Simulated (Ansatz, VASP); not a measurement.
**Two plane-wave programs on Pd**

The input INCAR:

```
  PREC = Accurate
  ENCUT = 520
  EDIFF = 1E-6
  ISMEAR = 0
  SIGMA = 0.15
  LREAL = F
  LASPH = T
  NELM = 100
  ALGO = Fast
  ISIF = 2
  LWAVE = F
  LCHARG = F
  GGA = PE
  NBANDS = 11
```

File KPOINTS:

```
Automatic mesh
0
Gamma
  20 20 20
```

File POSCAR:

```
Pd
1.0
    0.0000000000      1.9935225000      1.9449000000
    1.9935225000      0.0000000000      1.9449000000
    1.9935225000      1.9935225000      0.0000000000
Pd
1
Direct
    0.0000000000      0.0000000000      0.0000000000
```

Input for Ansatz:

```yaml
crystal:
  lattice:
    - [0.0, 1.9935225, 1.9449]
    - [1.9935225, 0.0, 1.9449]
    - [1.9935225, 1.9935225, 0.0]
  atoms:
    - { symbol: Pd, position: [0.0, 0.0, 0.0] }
basis:
  ecutwfc: 420
kpoints:
  mp_grid: { grid: [20, 20, 20] }
hamiltonian:
  xc: pbe
scf:
  occupations: { method: gaussian, width: 0.15 }
output:
  forces: true
  stress: true
  eigenvalues: true
```

Change from the starting cell: strain +0.025 along x and y, +0.000 along z, atoms carried along.

Alike in both runs: task single point; functional PBE; k mesh 20 × 20 × 20; occupations gaussian, width 0.15 eV; no spin polarisation.

|  | VASP | Ansatz |
| --- | --- | --- |
| version | VASP 6.6.1 | Ansatz 0.2.0 |
| potentials or method | VASP PAW PBE potentials, release 64 (Pd), cutoff 520 eV | scalar-relativistic, plane waves, PAW |
| valence electrons in the cell | 10 | 18 |

Ansatz gave:

```
gap on the k mesh at the Fermi level (eV)                     : none
pressure (GPa)                                                : -1.3
traceless stress, the component that is largest in VASP (GPa) : 0.67
```

**Question.** Estimate VASP's values.

**Answer.** gap on the k mesh at the Fermi level (eV): none; pressure (GPa): -1.5; traceless stress, the component that is largest in VASP (GPa): 0.67.

A gap of «none» marks a metal or a gap that the smearing closes. The functional is the same, so the differences come from potentials, cutoffs and numerics. VASP's potentials hold 10 valence electrons a cell and Ansatz's 18, so a difference there can come from the potentials and not from the codes.
